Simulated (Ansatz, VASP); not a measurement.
**One calculation of C, two programs**

POSCAR

```
C
1.0
    0.0000000000      1.7801241411      1.7801241411
    1.7534222790      0.0000000000      1.7801241411
    1.7534222790      1.7801241411      0.0000000000
C
2
Direct
    0.0000000000      0.0000000000      0.0000000000
    0.2500000000      0.2500000000      0.2500000000
```

Contents of INCAR.step1:

```
ALGO = Normal
EDIFF = 1E-4
ENCUT = 520
GGA = PE
ISMEAR = 0
LASPH = T
LCHARG = F
LREAL = F
LWAVE = T
NBANDS = 11
NELM = 80
PREC = Accurate
SIGMA = 0.01
```

INCAR.step2

```
ALGO = Normal
EDIFF = 1E-7
ENCUT = 520
ISIF = 2
ISMEAR = 0
ISTART = 1
LASPH = T
LCHARG = F
LMIXTAU = T
LREAL = F
LWAVE = F
METAGGA = R2SCAN
NBANDS = 11
NELM = 80
PREC = Accurate
SIGMA = 0.01
```

KPOINTS

```
k-points
0
Gamma
  12 12 12
```

Input for Ansatz:

```yaml
crystal:
  lattice:
    - [0.0, 1.7801241411, 1.7801241411]
    - [1.753422279, 0.0, 1.7801241411]
    - [1.753422279, 1.7801241411, 0.0]
  atoms:
    - { symbol: C, position: [0.0, 0.0, 0.0] }
    - { symbol: C, position: [0.25, 0.25, 0.25] }
kpoints:
  mp_grid: { grid: [12, 12, 12] }
  band_path:
    path:
      - [0.0, 0.0, 0.0]
      - [0.5, 0.0, 0.5]
      - [0.625, 0.25, 0.625]
      - [0.375, 0.375, 0.75]
      - [0.5, 0.5, 0.5]
      - [0.5, 0.25, 0.75]
      - [0.0, 0.367188, 0.367188]
    npoints: 1
hamiltonian:
  xc: r2scan
scf:
  occupations: { method: fixed }
  n_extra_bands: 4
output:
  forces: true
  stress: true
  eigenvalues: true
```

Change from the starting cell: uniaxial_x strain -1.5%.

Alike in both runs: task single point; functional r2SCAN; k mesh 12 × 12 × 12; no spin polarisation.

|  | VASP | Ansatz |
| --- | --- | --- |
| version | VASP 6.6.1 | Ansatz 0.2.0 |
| potentials or method | VASP PAW PBE potentials, release 64 (C) | plane waves, PAW |
| plane-wave cutoff (eV) | 520 | 500 |
| occupations | gaussian, width 0.01 eV | fixed |
| valence electrons in the cell | 8 | 8 |

```tsv
	VASP	Ansatz	Ansatz less VASP
gap on the k mesh at the Fermi level (eV)	3.98	4.02	+0.031
pressure (GPa)	8.2	7.0	-1.18
traceless stress, the component that is largest in VASP (GPa)	9.98	10.00	+0.017
```

VASP's potentials were made for PBE, not for r2SCAN.
